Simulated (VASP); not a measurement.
A run of VASP 6.6.1 is set up as follows.

POSCAR

```
Al31SbN32
1.0
    8.7554440000      0.0000000000      0.0000000000
    0.0000000000      8.7554440000      0.0000000000
    0.0000000000      0.0000000000      8.7554440000
Al Sb N
31 1 32
Direct
    0.9997450000      0.0002230000      0.9996780000
    0.9998540000      0.0003150000      0.4995030000
    0.9998620000      0.5000540000      0.9997510000
    0.9997460000      0.5002190000      0.4996700000
    0.4996070000      0.0003310000      0.9997050000
    0.4997510000      0.0002050000      0.4996600000
    0.4997430000      0.5001920000      0.9996580000
    0.2486340000      0.2491300000      0.9995420000
    0.2436690000      0.2441010000      0.4961400000
    0.2487730000      0.7512180000      0.9996540000
    0.2437520000      0.7561980000      0.5028290000
    0.7507900000      0.2492140000      0.9996390000
    0.7557380000      0.2442370000      0.5027680000
    0.7508490000      0.7513170000      0.9998420000
    0.7561020000      0.7565560000      0.4965970000
    0.2486610000      0.0001390000      0.2485200000
    0.2487350000      0.0002350000      0.7506930000
    0.2436350000      0.4967110000      0.2435900000
    0.2437520000      0.5033230000      0.7555980000
    0.7507390000      0.0001680000      0.2487100000
    0.7508420000      0.0004250000      0.7507210000
    0.7557760000      0.5033920000      0.2435720000
    0.7561200000      0.4970890000      0.7560260000
    0.9996540000      0.2490910000      0.2485510000
    0.9996900000      0.2492230000      0.7506620000
    0.9997420000      0.7512680000      0.2486540000
    0.0000030000      0.7513400000      0.7507740000
    0.4962770000      0.2441170000      0.2435350000
    0.5029360000      0.2441840000      0.7556180000
    0.5028740000      0.7562170000      0.2436410000
    0.4965700000      0.7565450000      0.7560550000
    0.5002620000      0.5006750000      0.5001330000
    0.1248910000      0.1253190000      0.1247270000
    0.1242220000      0.1246820000      0.6255600000
    0.1242420000      0.6260990000      0.1241480000
    0.1250610000      0.6252430000      0.6247250000
    0.6256860000      0.1246510000      0.1240920000
    0.6248570000      0.1254900000      0.6246980000
    0.6248090000      0.6252800000      0.1249630000
    0.6315740000      0.6320520000      0.6314670000
    0.3749150000      0.3753500000      0.1248110000
    0.3688460000      0.3692410000      0.6303870000
    0.3742620000      0.8761130000      0.1240220000
    0.3750410000      0.8751920000      0.6247440000
    0.8756520000      0.3746770000      0.1240590000
    0.8747160000      0.3755110000      0.6247300000
    0.8750180000      0.8754740000      0.1248670000
    0.8759820000      0.8763940000      0.6257110000
    0.3749560000      0.1253190000      0.3748090000
    0.3742570000      0.1246370000      0.8754870000
    0.3688350000      0.6309280000      0.3686790000
    0.3750040000      0.6252640000      0.8746540000
    0.8756400000      0.1245930000      0.3740990000
    0.8749910000      0.1254090000      0.8748880000
    0.8747610000      0.6252930000      0.3749290000
    0.8759380000      0.6262670000      0.8758230000
    0.1248580000      0.3753270000      0.3748310000
    0.1241350000      0.3746740000      0.8755250000
    0.1242130000      0.8761010000      0.3740990000
    0.1250160000      0.8754710000      0.8748950000
    0.6305310000      0.3692590000      0.3686690000
    0.6248440000      0.3755390000      0.8746480000
    0.6248530000      0.8751850000      0.3749540000
    0.6258100000      0.8763570000      0.8757890000
```

Contents of INCAR.step1:

```
SYSTEM = Al31SbN32
PREC = Accurate ; ENCUT = 520
EDIFF = 1E-5 ; ISMEAR = -1
SIGMA = 0.05 ; LREAL = Auto
LASPH = .True. ; NELM = 120
ALGO = Normal ; ISIF = 2
LWAVE = .True. ; LCHARG = .False.
NBANDS = 167 ; GGA = PE
NELECT = 256.0 ; ISYM = 0
GGA_COMPAT = .False. ; NCORE = 4
```

File INCAR.step2:

```
SYSTEM = Al31SbN32
PREC = Accurate ; ENCUT = 520
EDIFF = 1E-6 ; ISMEAR = -1
SIGMA = 0.05 ; LREAL = Auto
LASPH = .True. ; NELM = 120
ALGO = Normal ; ISIF = 2
LWAVE = .False. ; LCHARG = .False.
GGA = PE ; LHFCALC = .True.
HFSCREEN = 0.2079 ; PRECFOCK = Fast
NBANDS = 167 ; ISTART = 1
NELECT = 256.0 ; ISYM = 0
GGA_COMPAT = .False. ; NCORE = 4
```

KPOINTS

```
Automatic mesh
0
Gamma
  1 1 1
  0.25 0.25 0.25
```

Potentials or basis: VASP PAW PBE potentials, release 64 (Al, Sb, N).

Run with:

```sh
$ cat potpaw_PBE.64/Al/POTCAR potpaw_PBE.64/Sb/POTCAR potpaw_PBE.64/N/POTCAR > POTCAR
$ cp INCAR.step1 INCAR
$ mpirun -np 4 vasp_std > vasp.out
$ cp INCAR.step2 INCAR
$ mpirun -np 4 vasp_std > vasp.out
```

Q: Predict the largest force.

A: 0.407 eV/Å.

Forces in eV/Å, atoms in the order of the input:
```
Al   0.024  0.016  0.016
Al   0.027  0.019  0.052
Al   0.024  0.056  0.024
Al   0.023  0.016  0.017
Al   0.059  0.018  0.025
Al   0.023  0.017  0.022
Al   0.020  0.020  0.026
Al   0.012  0.006  0.020
Al  -0.017 -0.020  0.037
Al  -0.003  0.030  0.025
Al  -0.010  0.046  0.014
Al   0.028 -0.002  0.025
Al   0.049 -0.015  0.019
Al   0.038  0.038  0.013
Al   0.060  0.056  0.025
Al   0.012  0.017  0.008
Al   0.005  0.021  0.024
Al  -0.015  0.035 -0.019
Al  -0.010  0.020  0.052
Al   0.034  0.026 -0.010
Al   0.041  0.005  0.041
Al   0.043  0.020  0.001
Al   0.053  0.041  0.052
Al   0.023  0.007  0.004
Al   0.030 -0.003  0.029
Al   0.029  0.025  0.000
Al   0.008  0.033  0.037
Al   0.038 -0.021 -0.016
Al   0.022 -0.004  0.047
Al   0.026  0.045 -0.009
Al   0.039  0.057  0.048
Sb   0.003  0.008 -0.009
N   -0.018 -0.011 -0.010
N   -0.017 -0.012 -0.063
N   -0.019 -0.059 -0.018
N    0.006 -0.013 -0.019
N   -0.065 -0.012 -0.012
N   -0.021  0.010 -0.019
N   -0.018 -0.016  0.000
N   -0.237 -0.239 -0.229
N   -0.026 -0.021  0.000
N    0.165  0.167 -0.118
N   -0.006 -0.025 -0.013
N   -0.027 -0.046 -0.018
N   -0.024 -0.003 -0.018
N   -0.047 -0.026 -0.020
N   -0.033 -0.029 -0.009
N   -0.040 -0.037 -0.069
N   -0.028  0.008 -0.025
N   -0.007 -0.013 -0.019
N    0.163 -0.115  0.174
N   -0.023 -0.022 -0.049
N   -0.026 -0.012  0.003
N   -0.028 -0.007 -0.027
N   -0.050 -0.017 -0.023
N   -0.033 -0.068 -0.034
N    0.006 -0.019 -0.024
N   -0.013 -0.001 -0.027
N   -0.019 -0.024  0.002
N   -0.014 -0.028 -0.021
N   -0.119  0.170  0.168
N   -0.021 -0.033 -0.049
N   -0.025 -0.049 -0.022
N   -0.071 -0.032 -0.034
```

Caveat: the cell carries a net charge on a neutralising background, which shifts energy and pressure; the PAW data sets were made with another functional, which shifts forces and pressure a little.
